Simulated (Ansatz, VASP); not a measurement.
One calculation of TePb, two programs

Contents of POSCAR:

```
TePb
1.0
    0.0000000000      3.2270000000      3.2270000000
    3.2270000000      0.0000000000      3.2270000000
    3.2270000000      3.2270000000      0.0000000000
Te Pb
1 1
Direct
    0.4945219493      0.5000000000      0.5000000000
    0.0000000000      0.0000000000      0.0000000000
```

INCAR.step1

```
SYSTEM = TePb
  ALGO = Normal
  EDIFF = 1E-4
  ENCUT = 520
  GGA = PE
  ISMEAR = 0
  LASPH = .TRUE.
  LCHARG = .FALSE.
  LREAL = .FALSE.
  LWAVE = .TRUE.
  NBANDS = 17
  NELM = 80
  PREC = Accurate
  SIGMA = 0.05
```

File INCAR.step2:

```
SYSTEM = TePb
  ALGO = Normal
  EDIFF = 1E-7
  ENCUT = 520
  ISIF = 2
  ISMEAR = 0
  ISTART = 1
  LASPH = .TRUE.
  LCHARG = .FALSE.
  LMIXTAU = .TRUE.
  LREAL = .FALSE.
  LWAVE = .FALSE.
  METAGGA = R2SCAN
  NBANDS = 17
  NELM = 80
  PREC = Accurate
  SIGMA = 0.05
```

KPOINTS

```
k-points
0
G
  8 8 8
  0 0 0
```

Input for Ansatz:

```yaml
crystal:
  lattice:
    - [0.0, 3.227, 3.227]
    - [3.227, 0.0, 3.227]
    - [3.227, 3.227, 0.0]
  atoms:
    - { symbol: Te, position: [0.4945219493, 0.5, 0.5] }
    - { symbol: Pb, position: [0.0, 0.0, 0.0] }
basis:
  ecutwfc: 500
kpoints:
  mp_grid: { grid: [8, 8, 8] }
hamiltonian:
  xc: r2scan
scf:
  occupations: { method: gaussian, width: 0.05 }
output:
  forces: true
  stress: true
  eigenvalues: true
```

Change from the starting cell: all Te atoms moved +0.025 Å, as atom 1 towards its neighbour atom 1 (Te) at 4.564 Å.

Alike in both runs: task single point; functional r2SCAN; k mesh 8 × 8 × 8; occupations gaussian, width 0.05 eV; no spin polarisation.

|  | VASP | Ansatz |
| --- | --- | --- |
| version | VASP 6.6.1 | Ansatz 0.2.0 |
| potentials or method | VASP PAW PBE potentials, release 64 (Te, Pb_d), cutoff 520 eV | scalar-relativistic, plane waves, PAW |
| valence electrons in the cell | 20 | 30 |

```tsv
	VASP	Ansatz	Ansatz less VASP
gap on the k mesh at the Fermi level (eV)	1.01	1.01	-0.004
least direct gap on the mesh (eV)	1.01	1.01	-0.004
pressure (GPa)	1.7	1.7	+0.01
rms of the force components (eV/Å)	0.007	0.007	-0.0004
```

VASP's potentials were made for PBE, not for r2SCAN. Atom by atom the forces differ by 0.000 eV/Å (rms over components). VASP's potentials hold 20 valence electrons a cell and Ansatz's 30, so a difference there can come from the potentials and not from the codes.

Neither program's run includes spin-orbit coupling.
